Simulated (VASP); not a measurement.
Runs of VASP 6.6.1 on InAs. The structure is that of space group Fd-3m (No. 227), or close to it. The cells are those of the table. 

```csv
task,cell,k mesh,cutoff (eV),gap on the mesh (eV),pressure (GPa),relaxed volume (Å³/atom)
single point,"a = 5.042 Å, angles 60.0°, 4 atoms",4 × 4 × 4,520,none,0.0,-
relaxation of cell and atoms,"relaxed from a = 5.042 Å, angles 60.0°, 4 atoms",12 × 12 × 12,600,none,0.0,(a)
single point,"a = 5.073 Å, angles 60.0°, 4 atoms",12 × 12 × 12,520,none,0.0,-
single point,"a = 5.509 Å, angles 60.0°, 4 atoms",4 × 4 × 4,520,none,-7.6,-
relaxation of cell and atoms,"relaxed from a = 5.509 Å, angles 60.0°, 4 atoms",4 × 4 × 4,600,none,-0.1,22.71
```

Alike in all rows: level PBE; potentials or basis VASP PAW PBE potentials, release 64 (In_d, As); no spin polarisation; smearing gaussian 0.1 eV.

Fill in the values left out.

(a) 23.09.

Caveats: some runs use coarse meshes; spin-orbit coupling is left out, which moves the levels of the heavy elements; the cell stands under tension (at least some runs); the volume moved by over 15 % at a fixed basis, so the end points are rough (at least some runs).

A k mesh can miss the band edges, and the runs leave out spin-orbit coupling on As, In.

A gap of «none» marks levels without a gap at the run's occupations.
